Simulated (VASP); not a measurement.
# I (I4/mmm) in VASP: further runs

Runs on I. Level: PBEsol+D3(BJ). Tasks: single point.

All numbers are computed with VASP 6.6.1; they aren't measurements. Logs are shortened: lines on timing, memory, paths and dates and some standing lists are left out, and cuts for length are marked.

### Step 1. The cell of the first run

Symmetry: I4/mmm, No. 139, tetragonal system. Conventional cell: a = 3.235 Å, b = 3.235 Å, c = 8.530 Å, α = 90.00°, β = 90.00°, γ = 90.00°. Within 4.3 Å of I (site symmetry 4/mmm) lie 4 I at 3.23 Å.

### Step 2. Single point, PBEsol+D3(BJ)

File INCAR:

```
SYSTEM = I
PREC     = Accurate       ! precision mode
ENCUT    = 520            ! plane-wave cutoff, eV
EDIFF    = 1E-6           ! SCF threshold, eV
ISMEAR   = 1              ! smearing method
SIGMA    = 0.01           ! smearing width, eV
LREAL    = .False.        ! projectors in reciprocal space
LASPH    = .True.         ! aspherical terms in the spheres
NELM     = 80             ! most SCF steps
ALGO     = Normal         ! electronic algorithm
ISIF     = 2              ! what is computed and relaxed
LWAVE    = .False.        ! write WAVECAR
LCHARG   = .False.        ! write CHGCAR
GGA      = PS             ! functional
IVDW     = 12             ! dispersion correction
NBANDS   = 10             ! bands
```

File KPOINTS:

```
regular mesh
0
Gamma
  8 8 8
  0 0 0
```

File POSCAR:

```
I
1.0
   -1.6174600000      1.6174600000      4.2648100000
    1.6174600000     -1.6174600000      4.2648100000
    1.6174600000      1.6174600000     -4.2648100000
I
1
Direct
    0.0000000000      0.0000000000      0.0000000000
```

Potentials or basis: VASP PAW PBE potentials, release 64 (I).

Started as:

```bash
$ cat potpaw_PBE.64/I/POTCAR > POTCAR
$ mpirun -np 1 vasp_std > vasp.out
```

OUTCAR:

```text
SYSTEM = I
   PREC = Accurate
   ENCUT = 520
   EDIFF = 1E-6
   ISMEAR = 1
   LREAL = .False.
   LASPH = .True.
   NELM = 80
   ISIF = 2
   GGA = PS
   IVDW = 12
 IVDW          = 12

 ion  position               nearest neighbor table
   1  0.000  0.000  0.000-

  LATTYP: Found a body centered tetragonal cell.
 ALAT       =     3.2349200000
 C/A-ratio  =     2.6367329022

  Lattice vectors:

 A1 = (  -1.6174600000,   1.6174600000,   4.2648100000)
 A2 = (   1.6174600000,  -1.6174600000,   4.2648100000)
 A3 = (   1.6174600000,   1.6174600000,  -4.2648100000)

Analysis of symmetry for initial positions (statically):
=====================================================================
 Subroutine PRICEL returns:
 Original cell was already a primitive cell.

 Routine SETGRP: Setting up the symmetry group for a
 body centered tetragonal supercell.

 Subroutine GETGRP returns: Found 16 space group operations
 (whereof 16 operations were pure point group operations)
 out of a pool of 16 trial point group operations.

The static configuration has the point symmetry D_4h.

Analysis of symmetry for dynamics (positions and initial velocities):
=====================================================================
 Subroutine PRICEL returns:
 Original cell was already a primitive cell.

 Routine SETGRP: Setting up the symmetry group for a
 body centered tetragonal supercell.

 Subroutine GETGRP returns: Found 16 space group operations
 (whereof 16 operations were pure point group operations)
 out of a pool of 16 trial point group operations.

The dynamic configuration has the point symmetry D_4h.

 Subroutine INISYM returns: Found 16 space group operations
 (whereof 16 operations are pure point group operations),
 and found     1 'primitive' translations

----------------------------------------------------------------------------------------

                                     Primitive cell

  volume of cell :      44.6300

  direct lattice vectors                    reciprocal lattice vectors
    -1.617460000  1.617460000  4.264810000     0.000000000  0.309126655  0.117238517
     1.617460000 -1.617460000  4.264810000     0.309126655  0.000000000  0.117238517
     1.617460000  1.617460000 -4.264810000     0.309126655  0.309126655  0.000000000

[... 82 lines left out ...]
   LREAL  =      F    real-space projection
   EDIFFG = 0.1E-04   stopping-criterion for IOM
   NSW    =      0    number of steps for IOM
   IBRION =     -1    ionic relax: 0-MD 1-quasi-New 2-CG
   NFREE  =      0    steps in history (QN), initial steepest desc. (CG)
   ISIF   =      2    stress and relaxation
   ISYM   =      2    0-nonsym 1-usesym 2-fastsym
   POTIM  = 0.5000    time-step for ionic-motion
   TEBEG  =    0.0;   TEEND  =   0.0 temperature during run
   PSTRESS=    0.0 pullay stress
   NELECT =       7.0000    total number of electrons
   NUPDOWN=      -1.0000    fix difference up-down
   EMIN   =  10.00;   EMAX   =-10.00  energy-range for DOS
   EFERMI =   0.00;   METHOD = LEGACY
   ISMEAR =     1;   SIGMA  =   0.01  broadening in eV -4-tet -1-fermi 0-gaus
   EFERMI_NEDOS =   21; number of points for ismear=-14 and -15
   IALGO  =     38    algorithm
   IMIX   =      4    mixing-type and parameters
     AMIX     =   0.40;   BMIX     =  1.00
     AMIX_MAG =   1.60;   BMIX_MAG =  1.00
  volume/ion in A,a.u.               =      44.63       301.18
  Fermi-wavevector in a.u.,A,eV,Ry     =   0.882874  1.668389 10.605279  0.779466
  Thomas-Fermi vector in A             =   2.003564
   LORBIT       =      0    0 simple, 1 ext, 2 COOP (PROOUT), +10 PAW based schemes
   GGA     = PS    functional components
   LHFCALC =     F    Hartree Fock is set to
   AEXX    =    0.0000 exact exchange contribution
   IVDW    =    12    specifies the selected vdW correction
   LEPSILON=     F    determine dielectric tensor
   LRPA    =     F    only Hartree local field effects (RPA)
 non-spin polarized calculation
 Methfessel and Paxton  Order N= 1 SIGMA  =   0.01
  energy-cutoff  :      520.00
  volume of cell :       44.63
 maximum number of plane-waves:      1220
   NGX = 17   NGY = 17   NGZ = 17

 number of electron       6.9999999 magnetization

 Free energy of the ion-electron system (eV)
  ---------------------------------------------------
  ext. energy  EPLUGINS =         0.00000000
  ---------------------------------------------------
  free energy    TOTEN  =        -1.61561597 eV

  energy without entropy =       -1.61563528  energy(sigma->0) =       -1.61562240

 E-fermi :   2.4983     XC(G=0):  -7.9386

 val. band max:        2.4709654174   @ k =  -0.2500  -0.3750   0.1250
 cond. band min:       2.5067407594   @ k =   0.2500   0.1250   0.0000
 fundamental gap:      0.0357753420
 Fermi energy:         2.4983143865

 k-point     1 :       0.0000    0.0000    0.0000
  band No.  band energies     occupation
      1     -11.2307      2.00000
      2       0.2423      2.00000
      3       3.3652      0.00000
      4       3.3652      0.00000
      5       6.6199      0.00000
      6       9.8550      0.00000
      7      10.4123      0.00000
      8      14.9237      0.00000
      9      15.0449      0.00000
     10      15.0449      0.00000
[... 287 lines left out ...]
 k-point    24 :       0.3750    0.1250    0.1250
  band No.  band energies     occupation
      1      -9.3131      2.00000
      2      -2.0568      2.00000
      3       1.0008      2.00000
      4       1.3402      2.00000
      5       8.1294      0.00000
      6       8.7921      0.00000
      7      11.7730      0.00000
      8      13.5743      0.00000
      9      14.7411      0.00000
     10      15.9036      0.00000

 [... further k-points ...]

------------------------ aborting loop because EDIFF is reached ----------------------------------------

 Edisp (eV)   -0.26930

 E8    (eV) :    -0.1796

  FORCE on cell =-STRESS in cart. coord.  units (eV):
  Direction    XX          YY          ZZ          XY          YZ          ZX
  --------------------------------------------------------------------------------------
  -------------------------------------------------------------------------------------
  Total      -0.78443    -0.78443    -0.46897     0.00000    -0.00000    -0.00000
  in kB     -28.16043   -28.16043   -16.83552     0.00000    -0.00000    -0.00000
  external pressure =      -24.39 kB  Pullay stress =        0.00 kB

 VOLUME and BASIS-vectors are now :
 -----------------------------------------------------------------------------
  energy-cutoff  :      520.00
  volume of cell :       44.63
      direct lattice vectors                 reciprocal lattice vectors
    -1.617460000  1.617460000  4.264810000     0.000000000  0.309126655  0.117238517
     1.617460000 -1.617460000  4.264810000     0.309126655  0.000000000  0.117238517
     1.617460000  1.617460000 -4.264810000     0.309126655  0.309126655  0.000000000

 POSITION                                       TOTAL-FORCE (eV/Angst)
 -----------------------------------------------------------------------------------
      0.00000      0.00000      0.00000         0.000000      0.000000     -0.000000
 -----------------------------------------------------------------------------------
    total drift:                               -0.000000      0.000000      0.000000

  FREE ENERGIE OF THE ION-ELECTRON SYSTEM (eV)
  ---------------------------------------------------
  free  energy   TOTEN  =        -1.8849141043 eV

  energy  without entropy=       -1.8849334107  energy(sigma->0) =       -1.88492054
```

Wall time 12 s (1 thread of Intel Xeon 6975P-C (Granite Rapids), shared host); peak memory 0.21 GiB.

What came out:

| Property | Result |
| --- | --- |
| Free energy | -1.8849 eV |
| Pressure | -2.4 GPa |
| Dispersion energy per atom | -0.269 eV |

Stress tensor (GPa, compression positive):
```
-2.82  0.00  0.00
 0.00 -2.82  0.00
 0.00  0.00 -1.68
```

Caveat: the PAW data sets were made with another functional, which shifts forces and pressure a little; spin-orbit coupling is left out, which moves the levels of the heavy elements; an odd number of electrons without spin polarisation forces a metal; a magnetic or distorted state may lie lower; pairwise dispersion overbinds metals, which lowers pressure and volume.

### Step 3. Single point, PBEsol+D3(BJ)

This run uses another cell than the first one, of 44.85 Å³/atom, 1.005 times its volume.

File INCAR:

```
SYSTEM = I
ALGO = Normal
EDIFF = 1E-6
ENCUT = 520
GGA = PS
ISIF = 2
ISMEAR = 1
IVDW = 12
LASPH = .True.
LCHARG = .False.
LREAL = .False.
LWAVE = .False.
NBANDS = 10
NELM = 100
PREC = Accurate
SIGMA = 0.01
```

File KPOINTS:

```
k-points
0
Gamma
  8 8 8
  0 0 0
```

File POSCAR:

```
I
1.0
   -1.6201512862      1.6201512862      4.2719062028
    1.6201512862     -1.6201512862      4.2719062028
    1.6201512862      1.6201512862     -4.2719062028
I
1
Direct
    0.0000000000      0.0000000000      0.0000000000
```

Potentials or basis: VASP PAW PBE potentials, release 64 (I).

Started as:

```bash
$ cat potpaw_PBE.64/I/POTCAR > POTCAR
$ mpirun -np 1 vasp_std > vasp.out
```

It took 11 s on 1 thread of Intel Xeon 6975P-C (Granite Rapids), shared host; peak memory 0.21 GiB.

Results (log left out):

```yaml
Free_energy: -1.8815 eV
Pressure: -2.5 GPa
Dispersion_energy_per_atom: -0.268 eV
```

Stress tensor (GPa, compression positive):
```
-2.95  0.00  0.00
 0.00 -2.95  0.00
 0.00  0.00 -1.67
```

Levels at points of the mesh, in eV from the Fermi level:
| k point | band 1 | band 2 | band 3 | band 4 | band 5 | band 6 | band 7 | band 8 |
| --- | --- | --- | --- | --- | --- | --- | --- | --- |
| (0.00, 0.00, 0.00) | -13.70 | -2.24 | 0.86 | 0.86 | 4.14 | 7.37 | 7.91 | 12.42 |
| (0.50, 0.00, 0.00) | -12.35 | -5.05 | -1.66 | 1.77 | 4.84 | 9.36 | 9.72 | 10.86 |
| (0.50, 0.50, 0.00) | -11.06 | -3.91 | -3.76 | -0.51 | 3.96 | 6.48 | 9.22 | 10.18 |
| (0.50, 0.50, 0.50) | -13.58 | -3.64 | 0.76 | 0.76 | 7.06 | 7.35 | 9.15 | 12.37 |

Caveat: the PAW data sets were made with another functional, which shifts forces and pressure a little; spin-orbit coupling is left out, which moves the levels of the heavy elements; an odd number of electrons without spin polarisation forces a metal; a magnetic or distorted state may lie lower; pairwise dispersion overbinds metals, which lowers pressure and volume.

### Step 4. Single point, PBEsol+D3(BJ)

This run uses another cell than the first one, of 44.41 Å³/atom, 0.995 times its volume.

File INCAR:

```
SYSTEM = I
PREC     = Accurate       ! precision mode
ENCUT    = 520            ! plane-wave cutoff, eV
EDIFF    = 1E-7           ! SCF threshold, eV
ISMEAR   = 1              ! smearing method
SIGMA    = 0.01           ! smearing width, eV
LREAL    = .False.        ! projectors in reciprocal space
LASPH    = .True.         ! aspherical terms in the spheres
NELM     = 100            ! most SCF steps
ALGO     = Normal         ! electronic algorithm
ISIF     = 2              ! what is computed and relaxed
LWAVE    = .False.        ! write WAVECAR
LCHARG   = .False.        ! write CHGCAR
GGA      = PS             ! functional
IVDW     = 12             ! dispersion correction
NBANDS   = 10             ! bands
```

File KPOINTS:

```
regular mesh
0
Gamma
  8 8 8
  0 0 0
```

File POSCAR:

```
I
1.0
   -1.6147597279      1.6147597279      4.2576901036
    1.6147597279     -1.6147597279      4.2576901036
    1.6147597279      1.6147597279     -4.2576901036
I
1
Direct
    0.0000000000      0.0000000000      0.0000000000
```

Potentials or basis: VASP PAW PBE potentials, release 64 (I).

Started as:

```bash
$ cat potpaw_PBE.64/I/POTCAR > POTCAR
$ mpirun -np 1 vasp_std > vasp.out
```

OUTCAR:

```text
SYSTEM = I
   PREC = Accurate
   ENCUT = 520
   EDIFF = 1E-7
   ISMEAR = 1
   LREAL = .False.
   LASPH = .True.
   NELM = 100
   ISIF = 2
   GGA = PS
   IVDW = 12
 IVDW          = 12

 ion  position               nearest neighbor table
   1  0.000  0.000  0.000-

  LATTYP: Found a body centered tetragonal cell.
 ALAT       =     3.2295194558
 C/A-ratio  =     2.6367329021

  Lattice vectors:

 A1 = (  -1.6147597279,   1.6147597279,   4.2576901036)
 A2 = (   1.6147597279,  -1.6147597279,   4.2576901036)
 A3 = (   1.6147597279,   1.6147597279,  -4.2576901036)

Analysis of symmetry for initial positions (statically):
=====================================================================
 Subroutine PRICEL returns:
 Original cell was already a primitive cell.

 Routine SETGRP: Setting up the symmetry group for a
 body centered tetragonal supercell.

 Subroutine GETGRP returns: Found 16 space group operations
 (whereof 16 operations were pure point group operations)
 out of a pool of 16 trial point group operations.

The static configuration has the point symmetry D_4h.

Analysis of symmetry for dynamics (positions and initial velocities):
=====================================================================
 Subroutine PRICEL returns:
 Original cell was already a primitive cell.

 Routine SETGRP: Setting up the symmetry group for a
 body centered tetragonal supercell.

 Subroutine GETGRP returns: Found 16 space group operations
 (whereof 16 operations were pure point group operations)
 out of a pool of 16 trial point group operations.

The dynamic configuration has the point symmetry D_4h.

 Subroutine INISYM returns: Found 16 space group operations
 (whereof 16 operations are pure point group operations),
 and found     1 'primitive' translations

[... 113 lines left out ...]
  volume/ion in A,a.u.               =      44.41       299.67
  Fermi-wavevector in a.u.,A,eV,Ry     =   0.884350  1.671179 10.640777  0.782075
  Thomas-Fermi vector in A             =   2.005238
   LORBIT       =      0    0 simple, 1 ext, 2 COOP (PROOUT), +10 PAW based schemes
   GGA     = PS    functional components
   LHFCALC =     F    Hartree Fock is set to
   AEXX    =    0.0000 exact exchange contribution
   IVDW    =    12    specifies the selected vdW correction
   LEPSILON=     F    determine dielectric tensor
   LRPA    =     F    only Hartree local field effects (RPA)
 non-spin polarized calculation
 Methfessel and Paxton  Order N= 1 SIGMA  =   0.01
  energy-cutoff  :      520.00
  volume of cell :       44.41
 maximum number of plane-waves:      1214
   NGX = 17   NGY = 17   NGZ = 17

 number of electron       6.9999999 magnetization

 Free energy of the ion-electron system (eV)
  ---------------------------------------------------
  ext. energy  EPLUGINS =         0.00000000
  ---------------------------------------------------
  free energy    TOTEN  =        -1.61754238 eV

  energy without entropy =       -1.61756117  energy(sigma->0) =       -1.61754864

 E-fermi :   2.5342     XC(G=0):  -7.9603

 val. band max:        2.5257468586   @ k =  -0.2500  -0.3750   0.1250
 cond. band min:       2.5621367106   @ k =   0.2500   0.1250   0.0000
 fundamental gap:      0.0363898520
 Fermi energy:         2.5341783564

 k-point     1 :       0.0000    0.0000    0.0000
  band No.  band energies     occupation
      1     -11.2073      2.00000
      2       0.2782      2.00000
      3       3.4272      0.00000
      4       3.4272      0.00000
      5       6.6580      0.00000
      6       9.9017      0.00000
      7      10.4769      0.00000
      8      14.9838      0.00000
      9      15.1075      0.00000
     10      15.1075      0.00000
[... 287 lines left out ...]
 k-point    24 :       0.3750    0.1250    0.1250
  band No.  band energies     occupation
      1      -9.2694      2.00000
      2      -2.0343      2.00000
      3       1.0474      2.00000
      4       1.3837      2.00000
      5       8.1645      0.00000
      6       8.8328      0.00000
      7      11.8269      0.00000
      8      13.6352      0.00000
      9      14.7989      0.00000
     10      15.9627      0.00000

 [... further k-points ...]

------------------------ aborting loop because EDIFF is reached ----------------------------------------

 Edisp (eV)   -0.27070

 E8    (eV) :    -0.1805

  FORCE on cell =-STRESS in cart. coord.  units (eV):
  Direction    XX          YY          ZZ          XY          YZ          ZX
  --------------------------------------------------------------------------------------
  -------------------------------------------------------------------------------------
  Total      -0.74156    -0.74156    -0.46954     0.00000     0.00000     0.00000
  in kB     -26.75510   -26.75510   -16.94066     0.00000     0.00000     0.00000
  external pressure =      -23.48 kB  Pullay stress =        0.00 kB

 VOLUME and BASIS-vectors are now :
 -----------------------------------------------------------------------------
  energy-cutoff  :      520.00
  volume of cell :       44.41
      direct lattice vectors                 reciprocal lattice vectors
    -1.614759728  1.614759728  4.257690104     0.000000000  0.309643591  0.117434568
     1.614759728 -1.614759728  4.257690104     0.309643591  0.000000000  0.117434568
     1.614759728  1.614759728 -4.257690104     0.309643591  0.309643591  0.000000000

 POSITION                                       TOTAL-FORCE (eV/Angst)
 -----------------------------------------------------------------------------------
      0.00000      0.00000      0.00000         0.000000      0.000000     -0.000000
 -----------------------------------------------------------------------------------
    total drift:                                0.000000      0.000000      0.000000

  FREE ENERGIE OF THE ION-ELECTRON SYSTEM (eV)
  ---------------------------------------------------
  free  energy   TOTEN  =        -1.8882425485 eV

  energy  without entropy=       -1.8882613367  energy(sigma->0) =       -1.88824881
```

OSZICAR:

```text
N       E                     dE             d eps       ncg     rms          rms(c)
DAV:   1     0.218731324518E+02    0.21873E+02   -0.24060E+03  1180   0.487E+02
DAV:   2    -0.656247548607E+00   -0.22529E+02   -0.21993E+02  1604   0.839E+01
DAV:   3    -0.163823314621E+01   -0.98199E+00   -0.97707E+00  1468   0.179E+01
DAV:   4    -0.164914523373E+01   -0.10912E-01   -0.10911E-01  1494   0.236E+00
DAV:   5    -0.164930339364E+01   -0.15816E-03   -0.15817E-03  1530   0.267E-01    0.512E+00
DAV:   6    -0.162674562559E+01    0.22558E-01   -0.17972E-02  1308   0.623E-01    0.315E+00
DAV:   7    -0.161760325266E+01    0.91424E-02   -0.37000E-02  1308   0.914E-01    0.123E-01
DAV:   8    -0.161753505642E+01    0.68196E-04   -0.17055E-03  1286   0.249E-01    0.273E-02
DAV:   9    -0.161753975822E+01   -0.47018E-05   -0.22264E-05  1598   0.347E-02    0.124E-02
DAV:  10    -0.161754168126E+01   -0.19230E-05   -0.33915E-06  1318   0.105E-02    0.271E-03
DAV:  11    -0.161754229138E+01   -0.61012E-06   -0.56189E-07  1330   0.432E-03    0.222E-03
DAV:  12    -0.161754238099E+01   -0.89607E-07   -0.85018E-08  1396   0.153E-03
   1 F= -.18882425E+01 E0= -.18882488E+01  d E =0.187881E-04
```

Run time: 12 s. Hardware: 1 thread of Intel Xeon 6975P-C (Granite Rapids), shared host; peak memory 0.21 GiB.

What came out:

| Item | Value |
| --- | --- |
| Free energy | -1.8882 eV |
| Pressure | -2.3 GPa |
| Dispersion energy per atom | -0.271 eV |

Caveat: the PAW data sets were made with another functional, which shifts forces and pressure a little; spin-orbit coupling is left out, which moves the levels of the heavy elements; an odd number of electrons without spin polarisation forces a metal; a magnetic or distorted state may lie lower; pairwise dispersion overbinds metals, which lowers pressure and volume.

### Step 5. Overview

| cell | gap on the mesh (eV) | pressure (GPa) |
| --- | --- | --- |
| a = 4.840 Å, angles 140.9, 140.9, 56.4°, 1 atom | none | -2.4 |
| a = 4.848 Å, angles 140.9, 140.9, 56.4°, 1 atom | none | -2.5 |
| a = 4.831 Å, angles 140.9, 140.9, 56.4°, 1 atom | none | -2.3 |

Alike in all rows: task single point; level PBEsol+D3(BJ); potentials or basis VASP PAW PBE potentials, release 64 (I); no spin polarisation; k mesh 8 × 8 × 8; cutoff (eV) 520; smearing methfessel-paxton 0.01 eV.

Caveats: the PAW data sets were made with another functional, which shifts forces and pressure a little; spin-orbit coupling is left out, which moves the levels of the heavy elements; an odd number of electrons without spin polarisation forces a metal; a magnetic or distorted state may lie lower; pairwise dispersion overbinds metals, which lowers pressure and volume.

Absolute energies hang on the potentials; compare differences alone.
